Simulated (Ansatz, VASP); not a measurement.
## One calculation of LiBeF3, two programs

```
CELL_PARAMETERS angstrom
0.00000 2.81777 0.00000
-0.30926 0.00000 4.68829
8.36564 -1.40888 0.00000
ATOMIC_POSITIONS crystal
Li 0.65204 0.40902 0.30409
Li 0.35356 0.47203 0.70711
Be 0.00426 0.60135 0.00852
Be 0.23873 0.94607 0.47746
F 0.07954 0.42093 0.15908
F 0.92185 0.42763 0.84371
F 0.69285 0.83925 0.38569
F 0.31946 0.83583 0.63892
F 0.50877 0.77111 0.01753
F 0.23567 0.27677 0.47134
```

Alike in both runs: task single point; functional PBE; k mesh 6 × 4 × 6; occupations gaussian, width 0.1 eV; no spin polarisation.

```csv
,VASP,Ansatz
version,VASP 6.6.1,Ansatz 0.2.0
potentials or method,"VASP PAW PBE potentials, release 64 (Li_sv, Be, F), cutoff 520 eV","scalar-relativistic, plane waves, PAW"
valence electrons in the cell,52,52
```

```csv
,VASP,Ansatz,Ansatz less VASP
gap on the k mesh at the Fermi level (eV),7.22,7.23,+0.009
least direct gap on the mesh (eV),7.23,7.23,+0.009
rms of the force components (eV/Å),0.016,0.001,-0.0152
```

Atom by atom the forces differ by 0.016 eV/Å (rms over components).

Noted on VASP's run: the cutoff is short for stress, so the pressure is rough.
